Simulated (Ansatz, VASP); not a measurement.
Two plane-wave programs on Pt

Contents of INCAR:

```
ALGO = Fast ; EDIFF = 1E-6
ENCUT = 520 ; GGA = PS
ISIF = 2 ; ISMEAR = 0
LASPH = True ; LCHARG = True
LELF = True ; LREAL = False
LVHAR = True ; LWAVE = False
NBANDS = 17 ; NELM = 80
PREC = Accurate ; SIGMA = 0.15
```

KPOINTS

```
k-points
0
Gamma
  24 24 12
```

POSCAR

```
Pt
1.0
    2.9143441186      0.0000000000      0.0000000000
   -1.4571720593      2.5238960421      0.0000000000
    0.0000000000      0.0000000000      4.3000638469
Pt
2
Direct
    0.6666666667      0.3333333333      0.7500000000
    0.3333333333      0.6666666667      0.2500000000
```

Input for Ansatz:

```yaml
crystal:
  lattice:
    - [2.9143441186, 0.0, 0.0]
    - [-1.4571720593, 2.5238960421, 0.0]
    - [0.0, 0.0, 4.3000638469]
  atoms:
    - { symbol: Pt, position: [0.6666666667, 0.3333333333, 0.75] }
    - { symbol: Pt, position: [0.3333333333, 0.6666666667, 0.25] }
basis:
  ecutwfc: 420
kpoints:
  mp_grid: { grid: [24, 24, 12] }
hamiltonian:
  xc: pbesol
scf:
  occupations: { method: gaussian, width: 0.15 }
output:
  forces: true
  stress: true
  eigenvalues: true
```

Alike in both runs: task single point; functional PBEsol; k mesh 24 × 24 × 12; occupations gaussian, width 0.15 eV; no spin polarisation.

```csv
,VASP,Ansatz
version,VASP 6.6.1,Ansatz 0.2.0
potentials or method,"VASP PAW PBE potentials, release 64 (Pt), cutoff 520 eV","scalar-relativistic, plane waves, PAW"
valence electrons in the cell,20,36
```

Ansatz gave:

* gap on the k mesh at the Fermi level (eV): none
* pressure (GPa): -8.0
* traceless stress, the component that is largest in VASP (GPa): 6.28

Task: Which values does VASP return?

Result: gap on the k mesh at the Fermi level (eV): none; pressure (GPa): -8.4; traceless stress, the component that is largest in VASP (GPa): 6.30.

VASP's potentials were made for PBE, not for PBEsol. A gap of «none» marks a metal or a gap that the smearing closes. With one functional, cell and mesh, what is left measures potentials, basis and numerics. VASP's potentials hold 20 valence electrons a cell and Ansatz's 36, so a difference there can come from the potentials and not from the codes.

Spin-orbit coupling is off throughout.
